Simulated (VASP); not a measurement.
Set up this calculation in VASP 6.6.1, as the native input.

- Task: single point
- Functional: PBEsol
- Potentials or basis: VASP PAW PBE potentials, release 64 (Si, Pb_d)
- Cutoff: 500 eV
- k mesh: 2 × 2 × 2, shifted
- Occupations: gaussian, width 0.1 eV
- Spin: no spin polarisation
- Dipole correction: no
- Further INCAR settings: ALGO = Normal; EDIFF = 1e-06; NBANDS = 111; ISYM = 0

The structure of Si3Pb13 lies in POSCAR:

```
Si3Pb13
1.0
   -5.8295328471      5.8205156552     -0.5958827350
   -5.7747173144     -0.5410672023      5.7561204206
    0.5454532893      5.7700862096      5.7605065077
Si Pb
3 13
Direct
    0.5066543760      0.4574788518     -0.0695313620
    0.4065755147      0.9717481628      0.2749043801
    0.7396971363      0.2876625970      0.7032675741
    1.1092272432      1.0554941022     -0.2316210679
    0.4203083756      1.1506258171     -0.1387907338
    1.1308599601      0.4193488373      0.1541528748
   -0.0093174349      0.0296146525      0.4310563947
    0.5617358314     -0.1887782641      0.6682210731
   -0.0097272995      0.5314953612      0.5510351879
    0.6564410672      0.5524859737      0.3528893770
    0.8140470586      0.9173665459      0.2164649938
    0.8211405974      0.8067746724      0.8824418812
    0.4500227522      0.2694485764      0.3626243553
    0.2923921539      0.7588910443      1.1499648916
    0.8418444707      0.3450554108      1.0298531229
    0.2633306088      0.6385255050      0.6673923673
```

The input as run:

INCAR

```
SYSTEM = Si3Pb13
PREC = Accurate
ENCUT = 500
EDIFF = 1E-6
ISMEAR = 0
SIGMA = 0.1
LREAL = .FALSE.
LASPH = .TRUE.
NELM = 120
ALGO = Normal
ISIF = 2
LWAVE = .FALSE.
LCHARG = .TRUE.
GGA = PS
LELF = .TRUE.
LVHAR = .TRUE.
ISYM = 0
NBANDS = 111
GGA_COMPAT = .FALSE.
```

KPOINTS

```
Automatic mesh
0
Gamma
  2 2 2
  0.5 0.5 0.5
```

Potentials or basis: VASP PAW PBE potentials, release 64 (Si, Pb_d).

Run with:

```sh
$ cat potpaw_PBE.64/Si/POTCAR potpaw_PBE.64/Pb_d/POTCAR > POTCAR
$ mpirun -np 1 vasp_std > vasp.out
```

It gave:

| Property | Result |
| --- | --- |
| Pressure | -0.1 GPa |
| Largest force | 0.026 eV/Å |
| Band gap on the k mesh | 0.42 eV (least direct gap 0.45 eV) |

Caveat: the PAW data sets were made with another functional, which shifts forces and pressure a little; spin-orbit coupling is left out, which moves the levels of the heavy elements; a shifted mesh leaves out Γ, where band edges can lie.

It took 6.8 min on 1 thread of AMD EPYC 7R43 64-Core Processor (Zen 3) (shared host), peak memory 0.5 GiB.
